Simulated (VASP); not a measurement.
# Ag2O3 (Pn-3m) in VASP: notebook, part 2 of 2

VASP 6.6.1.

## (3) Single point, r2SCAN

This run uses another cell than the first one, of 12.93 Å³/atom, 1.020 times its volume.

POSCAR

```
Ag2O3
1.0
    5.0561498500      0.0000000000      0.0000000000
    0.0000000000      5.0561498500      0.0000000000
    0.0000000000      0.0000000000      5.0561498500
Ag O
4 6
Direct
    0.2500000000      0.2500000000      0.2500000000
    0.2500000000      0.7500000000      0.7500000000
    0.7500000000      0.7500000000      0.2500000000
    0.7500000000      0.2500000000      0.7500000000
    0.5000000000      0.0000000000      0.0000000000
    0.5000000000      0.0000000000      0.5000000000
    0.0000000000      0.5000000000      0.0000000000
    0.5000000000      0.5000000000      0.0000000000
    0.0000000000      0.5000000000      0.5000000000
    0.0000000000      0.0000000000      0.5000000000
```

INCAR.step1

```
PREC     = Accurate       # precision mode
ENCUT    = 520            # plane-wave cutoff, eV
ISMEAR   = -1             # smearing method
SIGMA    = 0.1            # smearing width, eV
LREAL    = F              # projectors in reciprocal space
LASPH    = T              # aspherical terms in the spheres
NELM     = 60             # most SCF steps
NBANDS   = 51             # bands
GGA      = PE             # functional
ALGO     = Normal         # electronic algorithm
EDIFF    = 1E-4           # SCF threshold, eV
LWAVE    = T              # write WAVECAR
LCHARG   = F              # write CHGCAR
```

INCAR.step2

```
PREC     = Accurate       # precision mode
ENCUT    = 520            # plane-wave cutoff, eV
EDIFF    = 1E-7           # SCF threshold, eV
ISMEAR   = -1             # smearing method
SIGMA    = 0.1            # smearing width, eV
LREAL    = F              # projectors in reciprocal space
LASPH    = T              # aspherical terms in the spheres
NELM     = 60             # most SCF steps
ALGO     = Normal         # electronic algorithm
ISIF     = 2              # what is computed and relaxed
LWAVE    = F              # write WAVECAR
LCHARG   = T              # write CHGCAR
METAGGA  = R2SCAN         # meta-GGA
LMIXTAU  = T            
LELF     = T              # ELF
LVHAR    = T            
NBANDS   = 51             # bands
ISTART   = 1
```

KPOINTS

```
regular mesh
0
Gamma
  7 7 7
```

Potentials or basis: VASP PAW PBE potentials, release 64 (Ag, O).

Launch:

```
> cat potpaw_PBE.64/Ag/POTCAR potpaw_PBE.64/O/POTCAR > POTCAR
> cp INCAR.step1 INCAR
> mpirun -np 1 vasp_std > vasp.out
> cp INCAR.step2 INCAR
> mpirun -np 1 vasp_std > vasp.out
```

OUTCAR:

```text
PREC = Accurate
   ENCUT = 520
   EDIFF = 1E-7
   ISMEAR = -1
   LREAL = F
   LASPH = T
   NELM = 60
   ISIF = 2
   METAGGA = R2SCAN
   ISTART = 1

 ion  position               nearest neighbor table
   1  0.250  0.250  0.250-   5 2.19   6 2.19   7 2.19   8 2.19   9 2.19  10 2.19   2 3.58   3 3.58
                             4 3.58   2 3.58   4 3.58   2 3.58   3 3.58   2 3.58   3 3.58   4 3.58
   2  0.250  0.750  0.750-   5 2.19   6 2.19   7 2.19   8 2.19   9 2.19  10 2.19   1 3.58   3 3.58
                             4 3.58   1 3.58   3 3.58   1 3.58   4 3.58   1 3.58   3 3.58   4 3.58
   3  0.750  0.750  0.250-   5 2.19   6 2.19   7 2.19   8 2.19   9 2.19  10 2.19   1 3.58   2 3.58
[... 1303 lines left out ...]
 VOLUME and BASIS-vectors are now :
 -----------------------------------------------------------------------------
  energy-cutoff  :      520.00
  volume of cell :      129.26
      direct lattice vectors                 reciprocal lattice vectors
     5.056149850  0.000000000  0.000000000     0.197778948  0.000000000  0.000000000
     0.000000000  5.056149850  0.000000000     0.000000000  0.197778948  0.000000000
     0.000000000  0.000000000  5.056149850     0.000000000  0.000000000  0.197778948

 POSITION                                       TOTAL-FORCE (eV/Angst)
 -----------------------------------------------------------------------------------
      1.26404      1.26404      1.26404        -0.000000     -0.000000      0.000000
      1.26404      3.79211      3.79211        -0.000000      0.000000      0.000000
      3.79211      3.79211      1.26404         0.000000     -0.000000     -0.000000
      3.79211      1.26404      3.79211        -0.000000      0.000000      0.000000
      2.52807      0.00000      0.00000         0.000000      0.000000     -0.000000
      2.52807      0.00000      2.52807         0.000000      0.000000     -0.000000
      0.00000      2.52807      0.00000         0.000000      0.000000     -0.000000
      2.52807      2.52807      0.00000         0.000000      0.000000     -0.000000
      0.00000      2.52807      2.52807        -0.000000      0.000000     -0.000000
      0.00000      0.00000      2.52807         0.000000      0.000000     -0.000000
 -----------------------------------------------------------------------------------
    total drift:                               -0.000000      0.000000     -0.000000

  FREE ENERGIE OF THE ION-ELECTRON SYSTEM (eV)
  ---------------------------------------------------
  free  energy   TOTEN  =      -119.5353921971 eV

  energy  without entropy=     -119.2812773563  energy(sigma->0) =     -119.40833478
```

OUTCAR.step1:

```text
PREC = Accurate
   ENCUT = 520
   ISMEAR = -1
   LREAL = F
   LASPH = T
[... 1330 lines left out ...]
      0.00000      2.52807      0.00000        -0.000000     -0.000000      0.000000
      2.52807      2.52807      0.00000        -0.000000     -0.000000      0.000000
      0.00000      2.52807      2.52807         0.000000     -0.000000     -0.000000
      0.00000      0.00000      2.52807         0.000000      0.000000      0.000000
 -----------------------------------------------------------------------------------
    total drift:                               -0.000000      0.000000     -0.000000

  FREE ENERGIE OF THE ION-ELECTRON SYSTEM (eV)
  ---------------------------------------------------
  free  energy   TOTEN  =       -38.7843621497 eV

  energy  without entropy=      -38.5243941092  energy(sigma->0) =      -38.65437813
```

OSZICAR.step1:

```text
N       E                     dE             d eps       ncg     rms          rms(c)
DAV:   1     0.641398643432E+03    0.64140E+03   -0.42776E+04  2040   0.156E+03
DAV:   2    -0.487592465994E+01   -0.64627E+03   -0.60934E+03  2298   0.379E+02
DAV:   3    -0.524437061962E+02   -0.47568E+02   -0.46168E+02  2245   0.105E+02
DAV:   4    -0.530838227630E+02   -0.64012E+00   -0.63731E+00  2308   0.129E+01
DAV:   5    -0.530899055461E+02   -0.60828E-02   -0.60803E-02  2274   0.125E+00    0.324E+01
DAV:   6    -0.446490319938E+02    0.84409E+01   -0.73834E+01  2222   0.731E+01    0.380E+01
DAV:   7    -0.388786137162E+02    0.57704E+01   -0.16410E+01  2065   0.334E+01    0.131E+01
DAV:   8    -0.388724643360E+02    0.61494E-02   -0.46707E+00  2134   0.118E+01    0.551E+00
DAV:   9    -0.387953341732E+02    0.77130E-01   -0.19143E-01  2312   0.417E+00    0.219E+00
DAV:  10    -0.387861184939E+02    0.92157E-02   -0.11969E-01  2199   0.174E+00    0.459E-01
DAV:  11    -0.387840758676E+02    0.20426E-02   -0.60892E-03  2253   0.727E-01    0.179E-01
DAV:  12    -0.387845873326E+02   -0.51146E-03   -0.11614E-03  2240   0.237E-01    0.171E-01
DAV:  13    -0.387843427716E+02    0.24456E-03   -0.65434E-04  2270   0.270E-01    0.257E-02
DAV:  14    -0.387843621497E+02   -0.19378E-04   -0.16462E-04  1166   0.610E-02
   1 F= -.38784362E+02 E0= -.38654378E+02  d E =-.259968E+00
```

It took 10 min on 1 thread of Intel Xeon 6975P-C, shared host; peak memory 0.31 GiB.

Results:

```
Free energy            : -119.5354 eV
Pressure               : -2.7 GPa
Band gap on the k mesh : zero (band 40 reaches 4.89 eV, above the bottom of band 41 at 4.09 eV)
```

Caveat: the PAW data sets were made with another functional, which shifts forces and pressure a little.
